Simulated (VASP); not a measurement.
# Tl3Ga3W: single point with PBE

The system is Tl3Ga3W.

```
Tl Ga W
1.0
     5.50670    0.00000    0.00000
     0.00000    5.50670    0.00000
     0.00000    0.00000    5.50670
Tl Ga W
3 3 1
Direct
  0.50000 0.00000 0.00000
  0.00000 0.50000 0.00000
  0.00000 0.00000 0.50000
  0.00000 0.50000 0.50000
  0.50000 0.00000 0.50000
  0.50000 0.50000 0.00000
  0.50000 0.50000 0.50000
```

```json
{"Program": "VASP 6.6.1", "Task": "single point", "Functional": "PBE", "Potentials or basis": "VASP PAW PBE potentials, release 64 (Tl_d, Ga_d, W_sv)", "Cutoff": "520 eV", "k mesh": "4 × 4 × 4", "Occupations": "gaussian, width 0.1 eV", "Spin": "no spin polarisation"}
```

* Pressure: 3.6 GPa
* Band gap on the k mesh: zero (band 46 reaches 6.25 eV, above the bottom of band 47 at 5.85 eV)

Levels at points of the mesh, in eV from the Fermi level:
```
           k point  band 42  band 43  band 44  band 45  band 46  band 47  band 48  band 49  band 50  band 51
(0.00, 0.00, 0.00)    -2.48    -2.48    -0.69    -0.69    -0.69    -0.13    -0.13    -0.13     1.67     1.67
(0.50, 0.00, 0.00)    -2.30    -2.12    -2.12    -1.76    -0.13     1.20     1.20     1.74     1.76     1.76
(0.50, 0.50, 0.00)    -2.25    -2.25    -1.67    -0.04     0.19     0.20     1.28     1.58     1.58     1.68
(0.50, 0.50, 0.50)    -2.21    -1.51    -1.51     0.21     0.21     0.21     4.19     4.19     4.19     4.21
```

Run time: 88 s on 1 thread of Intel(R) Xeon(R) Platinum 8488C (Sapphire Rapids) (shared host), peak memory 0.3 GiB.

Caveat: spin-orbit coupling is left out, which moves the levels of the heavy elements.
